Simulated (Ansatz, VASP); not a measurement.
WSe4 in VASP and in Ansatz

INCAR

```
PREC = Accurate
ENCUT = 600
EDIFF = 1E-6
ISMEAR = 0
SIGMA = 0.1
LREAL = F
LASPH = T
NELM = 150
ALGO = Normal
ISIF = 3
LWAVE = F
LCHARG = F
ISPIN = 2
MAGMOM = 0 0 0 0 0
LORBIT = 11
LMAXMIX = 4
GGA = PE
IBRION = 2
NSW = 90
EDIFFG = -0.04
```

File KPOINTS:

```
regular mesh
0
Gamma
  4 4 4
```

POSCAR

```
WSe4
1.0
    5.3808545000      0.0000000000      0.0000000000
    0.0000000000      5.3808545000      0.0000000000
    0.0000000000      0.0000000000      5.3808545000
W Se
1 4
Direct
    0.5000000000      0.5000000000      0.5000000000
    0.0000000000      0.0000000000      0.0000000000
    0.0000000000      0.5000000000      0.5000000000
    0.5000000000      0.0000000000      0.5000000000
    0.5000000000      0.5000000000      0.0000000000
```

Input for Ansatz:

```yaml
crystal:
  lattice:
    - [5.3808545, 0.0, 0.0]
    - [0.0, 5.3808545, 0.0]
    - [0.0, 0.0, 5.3808545]
  atoms:
    - { symbol: W, position: [0.5, 0.5, 0.5] }
    - { symbol: Se, position: [0.0, 0.0, 0.0] }
    - { symbol: Se, position: [0.0, 0.5, 0.5] }
    - { symbol: Se, position: [0.5, 0.0, 0.5] }
    - { symbol: Se, position: [0.5, 0.5, 0.0] }
basis:
  ecutwfc: 420
kpoints:
  mp_grid: { grid: [4, 4, 4] }
hamiltonian:
  xc: pbe
scf:
  occupations: { method: gaussian, width: 0.1 }
  lower_state_search: "off"
output:
  forces: true
  stress: true
  eigenvalues: true
  populations: true
magnetization:
  spin_polarized: true
relax:
  adjacent_minimum: "off"
  f_tol: 0.04
  max_steps: 70
  cell: { stress_tol: 0.4 }
```

Alike in both runs: task relaxation of cell and atoms; functional PBE; k mesh 4 × 4 × 4; occupations gaussian, width 0.1 eV; collinear spin.

|  | VASP | Ansatz |
| --- | --- | --- |
| version | VASP 6.6.1 | Ansatz 0.2.0 |
| potentials or method | VASP PAW PBE potentials, release 64 (W_sv, Se), cutoff 600 eV | scalar-relativistic, plane waves, PAW |
| valence electrons in the cell | 38 | 78 |

```csv
,VASP,Ansatz,Ansatz less VASP
"gap on the k mesh at the Fermi level, each at its own relaxed structure (eV)",none,none,-
relaxed volume (Å³/atom),23.64,23.59,-0.046
relaxed length of the cell vector where the two differ most in proportion (Å),4.907,4.904,-0.0032
```

A gap of «none» marks a metal or a gap that the smearing closes. VASP's potentials hold 38 valence electrons a cell and Ansatz's 78, so a difference there can come from the potentials and not from the codes. Ansatz's warnings: no starting moments.

Neither program's run includes spin-orbit coupling. Noted on VASP's run: the volume moved by over 15 % at a fixed basis, so the end points are rough.
